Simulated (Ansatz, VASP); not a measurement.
# Sc in VASP and in Ansatz

Contents of INCAR:

```
SYSTEM = Sc
ALGO = Normal
EDIFF = 1E-6
ENCUT = 520
GGA = PS
ISIF = 2
ISMEAR = -1
LASPH = .TRUE.
LCHARG = .FALSE.
LREAL = .FALSE.
LWAVE = .FALSE.
NBANDS = 18
NELM = 100
PREC = Accurate
SIGMA = 0.05
```

KPOINTS

```
k-points
0
G
  11 11 11
  0 0 0
```

Contents of POSCAR:

```
Sc
1.0
    0.0000000000      2.4842144911      2.4842144911
    2.4842144911      0.0000000000      2.4842144911
    2.4842144911      2.4842144911      0.0000000000
Sc
2
Direct
   -0.1250000000     -0.1250000000     -0.1250000000
    0.1250000000      0.1250000000      0.1250000000
```

Input for Ansatz:

```yaml
crystal:
  lattice:
    - [0.0, 2.4842144911, 2.4842144911]
    - [2.4842144911, 0.0, 2.4842144911]
    - [2.4842144911, 2.4842144911, 0.0]
  atoms:
    - { symbol: Sc, position: [-0.125, -0.125, -0.125] }
    - { symbol: Sc, position: [0.125, 0.125, 0.125] }
kpoints:
  mp_grid: { grid: [11, 11, 11] }
scf:
  occupations: { method: fermi_dirac, width: 0.05 }
hamiltonian:
  xc: pbesol
  pseudopotentials: { kind: paw, source: ansatz }
output:
  forces: true
  stress: true
  eigenvalues: true
```

Change from the starting cell: volume scaled by 0.5, PAW files, source ansatz.

Alike in both runs: task single point; functional PBEsol; k mesh 11 × 11 × 11; occupations fermi-dirac, width 0.05 eV; no spin polarisation.

|  | VASP | Ansatz |
| --- | --- | --- |
| version | VASP 6.6.1 | Ansatz 0.2.0 |
| potentials or method | VASP PAW PBE potentials, release 64 (Sc_sv) | scalar-relativistic |
| plane-wave cutoff (eV) | 520 | 610 |
| valence electrons in the cell | 22 | 22 |

|  | VASP | Ansatz | Ansatz less VASP |
| --- | --- | --- | --- |
| pressure (GPa) | 28.2 | 25.7 | -2.47 |

VASP's potentials were made for PBE, not for PBEsol. With one functional, cell and mesh, what is left measures potentials, basis and numerics.
